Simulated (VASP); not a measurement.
# Pd (Ia-3) in VASP: further runs

The runs below take Pd through single point, with PBE.

Everything below comes from runs of VASP 6.6.1. Logs are shortened: lines on timing, memory, paths and dates and some standing lists are left out, and cuts for length are marked.

**1. The cell of the first run**

The structure is cubic, space group Ia-3 (No. 206). The conventional cell has a = 6.429 Å, b = 6.429 Å, c = 6.429 Å, α = 90.00°, β = 90.00°, γ = 90.00°. Pd (site symmetry 3) has 4 Pd at 2.29 to 2.31 Å within 3.0 Å.

**2. Single point, PBE**

Contents of INCAR:

```
PREC = Accurate ; ENCUT = 520
EDIFF = 1E-6 ; ISMEAR = 0
SIGMA = 0.1 ; LREAL = F
LASPH = T ; NELM = 80
ALGO = Normal ; ISIF = 2
LWAVE = F ; LCHARG = F
GGA = PE ; NBANDS = 50
```

Contents of KPOINTS:

```
regular mesh
0
Gamma
  4 4 4
```

Contents of POSCAR:

```
Pd
1.0
   -3.2144535535      3.2144535535      3.2144535535
    3.2144535535     -3.2144535535      3.2144535535
    3.2144535535      3.2144535535     -3.2144535535
Pd
8
Direct
    0.2060000000      0.2060000000      0.2060000000
    0.5000000000      0.0000000000      0.2940000000
    0.2940000000      0.5000000000      0.0000000000
    0.0000000000      0.2940000000      0.5000000000
    0.7940000000      0.7940000000      0.7940000000
    0.5000000000      0.0000000000      0.7060000000
    0.7060000000      0.5000000000      0.0000000000
    0.0000000000      0.7060000000      0.5000000000
```

Potentials or basis: VASP PAW PBE potentials, release 64 (Pd).

Launch:

```bash
$ cat potpaw_PBE.64/Pd/POTCAR > POTCAR
$ mpirun -np 1 vasp_std > vasp.out
```

OUTCAR:

```text
PREC = Accurate
   ENCUT = 520
   EDIFF = 1E-6
   ISMEAR = 0
   LREAL = F
   LASPH = T
   NELM = 80
   ISIF = 2
   GGA = PE

 ion  position               nearest neighbor table
   1  0.206  0.206  0.206-   5 2.29   3 2.31   4 2.31   2 2.31   5 3.27
   2  0.500  0.000  0.294-   6 2.29   4 2.31   1 2.31   3 2.31   6 3.27
   3  0.294  0.500  0.000-   7 2.29   1 2.31   4 2.31   2 2.31   7 3.27
   4  0.000  0.294  0.500-   8 2.29   3 2.31   1 2.31   2 2.31   8 3.27
   5  0.794  0.794  0.794-   1 2.29   6 2.31   7 2.31   8 2.31   1 3.27
   6  0.500  0.000  0.706-   2 2.29   5 2.31   8 2.31   7 2.31   2 3.27
   7  0.706  0.500  0.000-   3 2.29   5 2.31   8 2.31   6 2.31   3 3.27
   8  0.000  0.706  0.500-   4 2.29   5 2.31   6 2.31   7 2.31   4 3.27

  LATTYP: Found a body centered cubic cell.
 ALAT       =     6.4289071070

  Lattice vectors:

 A1 = (  -3.2144535535,   3.2144535535,   3.2144535535)
 A2 = (   3.2144535535,  -3.2144535535,   3.2144535535)
 A3 = (   3.2144535535,   3.2144535535,  -3.2144535535)

Analysis of symmetry for initial positions (statically):
=====================================================================
 Subroutine PRICEL returns:
 Original cell was already a primitive cell.

 Routine SETGRP: Setting up the symmetry group for a
 body centered cubic supercell.

 Subroutine GETGRP returns: Found 24 space group operations
 (whereof  6 operations were pure point group operations)
 out of a pool of 48 trial point group operations.

The static configuration has the point symmetry S_6 .
 The point group associated with its full space group is T_h .

Analysis of symmetry for dynamics (positions and initial velocities):
=====================================================================
 Subroutine PRICEL returns:
 Original cell was already a primitive cell.

 Routine SETGRP: Setting up the symmetry group for a
 body centered cubic supercell.

 Subroutine GETGRP returns: Found 24 space group operations
 (whereof  6 operations were pure point group operations)
 out of a pool of 48 trial point group operations.

The dynamic configuration has the point symmetry S_6 .
 The point group associated with its full space group is T_h .

[... 85 lines left out ...]
   ISTART =      0    job   : 0-new  1-cont  2-samecut
   ICHARG =      2    charge: 1-file 2-atom 10-const
   ISPIN  =      1    spin polarized calculation?
   LNONCOLLINEAR =      F non collinear calculations
   LSORBIT =      F    spin-orbit coupling
   LASPH  =      T    aspherical Exc in radial PAW
   ENCUT  =  520.0 eV  38.22 Ry    6.18 a.u.  10.35 10.35 10.35*2*pi/ulx,y,z
   NELM   =     80;   NELMIN=  2; NELMDL= -5     # of ELM steps
   EDIFF  = 0.1E-05   stopping-criterion for ELM
   LREAL  =      F    real-space projection
[... 7 lines left out ...]
   TEBEG  =    0.0;   TEEND  =   0.0 temperature during run
   PSTRESS=    0.0 pullay stress
   NELECT =      80.0000    total number of electrons
   NUPDOWN=      -1.0000    fix difference up-down
   EMIN   =  10.00;   EMAX   =-10.00  energy-range for DOS
   EFERMI =   0.00;   METHOD = LEGACY
   ISMEAR =     0;   SIGMA  =   0.10  broadening in eV -4-tet -1-fermi 0-gaus
   EFERMI_NEDOS =   21; number of points for ismear=-14 and -15
   IALGO  =     38    algorithm
   IMIX   =      4    mixing-type and parameters
     AMIX     =   0.40;   BMIX     =  1.00
     AMIX_MAG =   1.60;   BMIX_MAG =  1.00
  volume/ion in A,a.u.               =      16.61       112.07
  Fermi-wavevector in a.u.,A,eV,Ry     =   1.382434  2.612421 26.002410  1.911123
  Thomas-Fermi vector in A             =   2.507125
   LORBIT       =      0    0 simple, 1 ext, 2 COOP (PROOUT), +10 PAW based schemes
   GGA     = PE    functional components
   LHFCALC =     F    Hartree Fock is set to
   AEXX    =    0.0000 exact exchange contribution
   IVDW    =     0    specifies the selected vdW correction
   LEPSILON=     F    determine dielectric tensor
   LRPA    =     F    only Hartree local field effects (RPA)
 non-spin polarized calculation
 Gauss-broadening in eV      SIGMA  =   0.10
  energy-cutoff  :      520.00
  volume of cell :      132.86
 maximum number of plane-waves:      3604
 NGX is ok and might be reduce to    42
   NGX = 21   NGY = 21   NGZ = 21

 number of electron      79.9999988 magnetization

 Free energy of the ion-electron system (eV)
  ---------------------------------------------------
  ext. energy  EPLUGINS =         0.00000000
  ---------------------------------------------------
  free energy    TOTEN  =       -30.90479992 eV

  energy without entropy =      -30.82576069  energy(sigma->0) =      -30.86528031

 E-fermi :   8.7245     XC(G=0): -12.2352

 val. band max:        8.7219907554   @ k =  -0.2500   0.2500   0.2500
 cond. band min:       8.7307691078   @ k =   0.5000   0.5000   0.5000
 fundamental gap:      0.0087783524
 Fermi energy:         8.7245094988

 k-point     1 :       0.0000    0.0000    0.0000
  band No.  band energies     occupation
      1       1.9318      2.00000
      2       2.9664      2.00000
      3       2.9664      2.00000
      4       3.1331      2.00000
      5       3.1331      2.00000
      6       3.1331      2.00000
[... 413 lines left out ...]
     49      15.7514      0.00000
     50      15.7514      0.00000

------------------------ aborting loop because EDIFF is reached ----------------------------------------

  FORCE on cell =-STRESS in cart. coord.  units (eV):
  Direction    XX          YY          ZZ          XY          YZ          ZX
  --------------------------------------------------------------------------------------
  -------------------------------------------------------------------------------------
  Total       32.8709544     32.8709544     32.8709544     -0.0000000     -0.0000000      0.0000000
  in kB      396.4071146    396.4071146    396.4071146     -0.0000000     -0.0000000      0.0000000
  external PRESSURE =     396.4071146 kB  Pullay stress =       0.0000000 kB

 VOLUME and BASIS-vectors are now :
 -----------------------------------------------------------------------------
  energy-cutoff  :      520.00
  volume of cell :      132.86
      direct lattice vectors                 reciprocal lattice vectors
    -3.214453553  3.214453553  3.214453553     0.000000000  0.155547433  0.155547433
     3.214453553 -3.214453553  3.214453553     0.155547433  0.000000000  0.155547433
     3.214453553  3.214453553 -3.214453553     0.155547433  0.155547433  0.000000000

 POSITION                                       TOTAL-FORCE (eV/Angst)
 -----------------------------------------------------------------------------------
      0.66218      0.66218      0.66218         1.544822      1.544822      1.544822
     -0.66218      2.55228      0.66218        -1.544822     -1.544822      1.544822
      0.66218     -0.66218      2.55228         1.544822     -1.544822     -1.544822
      2.55228      0.66218     -0.66218        -1.544822      1.544822     -1.544822
      2.55228      2.55228      2.55228        -1.544822     -1.544822     -1.544822
      0.66218      3.87663     -0.66218         1.544822      1.544822     -1.544822
     -0.66218      0.66218      3.87663        -1.544822      1.544822      1.544822
      3.87663     -0.66218      0.66218         1.544822     -1.544822      1.544822
 -----------------------------------------------------------------------------------
    total drift:                                0.000000      0.000000     -0.000000

  FREE ENERGIE OF THE ION-ELECTRON SYSTEM (eV)
  ---------------------------------------------------
  free  energy   TOTEN  =       -30.9047999168 eV

  energy  without entropy=      -30.8257606939  energy(sigma->0) =      -30.86528031
```

OSZICAR:

```text
N       E                     dE             d eps       ncg     rms          rms(c)
DAV:   1     0.553356593286E+03    0.55336E+03   -0.40972E+04   800   0.157E+03
DAV:   2    -0.108990277136E+02   -0.56426E+03   -0.53336E+03   824   0.353E+02
DAV:   3    -0.320095692474E+02   -0.21111E+02   -0.19789E+02   888   0.680E+01
DAV:   4    -0.323266006008E+02   -0.31703E+00   -0.31588E+00   894   0.783E+00
DAV:   5    -0.323312726742E+02   -0.46721E-02   -0.46715E-02   874   0.105E+00    0.285E+01
DAV:   6    -0.310775242277E+02    0.12537E+01   -0.34660E+00   820   0.107E+01    0.164E+01
DAV:   7    -0.309233213197E+02    0.15420E+00   -0.11810E-01   870   0.135E+00    0.559E+00
DAV:   8    -0.309049654925E+02    0.18356E-01   -0.82399E-03   868   0.384E-01    0.147E-01
DAV:   9    -0.309047719791E+02    0.19351E-03   -0.13657E-03   848   0.137E-01    0.424E-02
DAV:  10    -0.309048011396E+02   -0.29161E-04   -0.10040E-04   914   0.425E-02    0.152E-02
DAV:  11    -0.309047999993E+02    0.11403E-05   -0.12995E-05   832   0.160E-02    0.352E-03
DAV:  12    -0.309047999168E+02    0.82518E-07   -0.87872E-07   440   0.514E-03
   1 F= -.30904800E+02 E0= -.30865280E+02  d E =-.790392E-01
```

Run time: 37 s. Hardware: 1 thread of Intel Xeon Platinum 8488C (Sapphire Rapids), shared host; peak memory 0.25 GiB.

What came out:

```yaml
Free_energy: -30.9048 eV
Pressure: 39.6 GPa
Largest_force: 2.676 eV/Å
Band_gap_on_the_k_mesh: zero (bands 40 and 41 overlap by 0.48 eV)
```

Forces on the atoms (eV/Å):
```
Pd   1.545  1.545  1.545
Pd  -1.545 -1.545  1.545
Pd   1.545 -1.545 -1.545
Pd  -1.545  1.545 -1.545
Pd  -1.545 -1.545 -1.545
Pd   1.545  1.545 -1.545
Pd  -1.545  1.545  1.545
Pd   1.545 -1.545  1.545
```

Caveat: the cell stands under pressure; forces of over 1 eV/Å act on the atoms, so gaps and moduli don't describe the material at rest.

**3. Single point, PBE**

This run uses another cell than the first one, of 20.39 Å³/atom.

Contents of INCAR:

```
SYSTEM = Pd
PREC = Accurate
ENCUT = 520
EDIFF = 1E-6
ISMEAR = 0
SIGMA = 0.1
LREAL = .FALSE.
LASPH = .TRUE.
NELM = 60
ALGO = Normal
ISIF = 2
LWAVE = .FALSE.
LCHARG = .TRUE.
GGA = PE
LELF = .TRUE.
LVHAR = .TRUE.
NBANDS = 50
```

Contents of KPOINTS:

```
Automatic mesh
0
G
  4 4 4
  0 0 0
```

Contents of POSCAR:

```
Pd
1.0
   -3.4419983808      3.4419983808      3.4419983808
    3.4419983808     -3.4419983808      3.4419983808
    3.4419983808      3.4419983808     -3.4419983808
Pd
8
Direct
    0.2324049311      0.2324049311      0.2324049311
    0.5000000000      0.0000000000      0.2675950689
    0.2675950689      0.5000000000      0.0000000000
    0.0000000000      0.2675950689      0.5000000000
    0.7675950689      0.7675950689      0.7675950689
    0.5000000000      0.0000000000      0.7324049311
    0.7324049311      0.5000000000      0.0000000000
    0.0000000000      0.7324049311      0.5000000000
```

Potentials or basis: VASP PAW PBE potentials, release 64 (Pd).

Launch:

```bash
$ cat potpaw_PBE.64/Pd/POTCAR > POTCAR
$ mpirun -np 1 vasp_std > vasp.out
```

OUTCAR:

```text
SYSTEM = Pd
   PREC = Accurate
   ENCUT = 520
   EDIFF = 1E-6
   ISMEAR = 0
   LREAL = .FALSE.
   LASPH = .TRUE.
   NELM = 60
   ISIF = 2
   GGA = PE

 ion  position               nearest neighbor table
   1  0.232  0.232  0.232-   2 2.44   3 2.44   4 2.44   5 2.77   5 3.19
   2  0.500  0.000  0.268-   1 2.44   3 2.44   4 2.44   6 2.77   6 3.19
   3  0.268  0.500  0.000-   1 2.44   2 2.44   4 2.44   7 2.77   7 3.19
   4  0.000  0.268  0.500-   1 2.44   3 2.44   2 2.44   8 2.77   8 3.19
   5  0.768  0.768  0.768-   6 2.44   7 2.44   8 2.44   1 2.77   1 3.19
   6  0.500  0.000  0.732-   5 2.44   7 2.44   8 2.44   2 2.77   2 3.19
   7  0.732  0.500  0.000-   5 2.44   8 2.44   6 2.44   3 2.77   3 3.19
   8  0.000  0.732  0.500-   5 2.44   7 2.44   6 2.44   4 2.77   4 3.19

  LATTYP: Found a body centered cubic cell.
 ALAT       =     6.8839967616

  Lattice vectors:

 A1 = (  -3.4419983808,   3.4419983808,   3.4419983808)
 A2 = (   3.4419983808,  -3.4419983808,   3.4419983808)
 A3 = (   3.4419983808,   3.4419983808,  -3.4419983808)

Analysis of symmetry for initial positions (statically):
=====================================================================
 Subroutine PRICEL returns:
 Original cell was already a primitive cell.
[... 179 lines left out ...]
      3       1.4752      2.00000
      4       1.7596      2.00000
      5       1.7596      2.00000
      6       1.7596      2.00000
[... 413 lines left out ...]
     49      12.1265      0.00000
     50      12.3283      0.00000

------------------------ aborting loop because EDIFF is reached ----------------------------------------

  FORCE on cell =-STRESS in cart. coord.  units (eV):
  Direction    XX          YY          ZZ          XY          YZ          ZX
  --------------------------------------------------------------------------------------
  -------------------------------------------------------------------------------------
  Total       -0.1402092     -0.1402092     -0.1402092     -0.0000000     -0.0000000     -0.0000000
  in kB       -1.3771942     -1.3771942     -1.3771942     -0.0000000     -0.0000000     -0.0000000
  external PRESSURE =      -1.3771942 kB  Pullay stress =       0.0000000 kB

 VOLUME and BASIS-vectors are now :
 -----------------------------------------------------------------------------
  energy-cutoff  :      520.00
  volume of cell :      163.11
      direct lattice vectors                 reciprocal lattice vectors
    -3.441998381  3.441998381  3.441998381     0.000000000  0.145264450  0.145264450
     3.441998381 -3.441998381  3.441998381     0.145264450  0.000000000  0.145264450
     3.441998381  3.441998381 -3.441998381     0.145264450  0.145264450  0.000000000

 POSITION                                       TOTAL-FORCE (eV/Angst)
 -----------------------------------------------------------------------------------
      0.79994      0.79994      0.79994        -0.001665     -0.001665     -0.001665
     -0.79994      2.64206      0.79994         0.001665      0.001665     -0.001665
      0.79994     -0.79994      2.64206        -0.001665      0.001665      0.001665
      2.64206      0.79994     -0.79994         0.001665     -0.001665      0.001665
      2.64206      2.64206      2.64206         0.001665      0.001665      0.001665
      0.79994      4.24194     -0.79994        -0.001665     -0.001665      0.001665
     -0.79994      0.79994      4.24194         0.001665     -0.001665     -0.001665
      4.24194     -0.79994      0.79994        -0.001665      0.001665     -0.001665
 -----------------------------------------------------------------------------------
    total drift:                               -0.000000     -0.000000     -0.000000

  FREE ENERGIE OF THE ION-ELECTRON SYSTEM (eV)
  ---------------------------------------------------
  free  energy   TOTEN  =       -34.8197845543 eV

  energy  without entropy=      -34.7516879234  energy(sigma->0) =      -34.78573624
```

stdout:

```text
POSCAR found type information on POSCAR Pd
 POSCAR found :  1 types and       8 ions
 scaLAPACK will be used
 LDA part: xc-table for (Slater+PW92), standard interpolation
 POSCAR, INCAR and KPOINTS ok, starting setup
 FFT: planning ... GRIDC
 FFT: planning ... GRID_SOFT
 FFT: planning ... GRID
 WAVECAR not read
 entering main loop
```

Wall time 52 s (1 thread of Intel Xeon Platinum 8488C (Sapphire Rapids), shared host); peak memory 0.33 GiB.

What came out:

| Property | Result |
| --- | --- |
| Free energy | -34.8198 eV |
| Pressure | -0.1 GPa |
| Band gap on the k mesh | zero (bands 40 and 41 overlap by 0.31 eV) |

Forces in eV/Å, atoms in the order of the input:
```
Pd  -0.002 -0.002 -0.002
Pd   0.002  0.002 -0.002
Pd  -0.002  0.002  0.002
Pd   0.002 -0.002  0.002
Pd   0.002  0.002  0.002
Pd  -0.002 -0.002  0.002
Pd   0.002 -0.002 -0.002
Pd  -0.002  0.002 -0.002
```

Levels at points of the mesh, in eV from the Fermi level:
```tsv
k point	band 36	band 37	band 38	band 39	band 40	band 41	band 42	band 43	band 44	band 45
(0.00, 0.00, 0.00)	-0.80	-0.80	-0.80	0.23	0.23	0.23	3.38	3.38	3.48	3.48
(0.50, 0.00, 0.00)	-0.48	-0.24	-0.24	-0.12	-0.12	0.08	0.08	1.06	1.06	2.39
(0.50, 0.50, 0.50)	-0.94	0.15	0.15	0.15	0.15	0.15	0.16	0.16	0.47	0.47
```
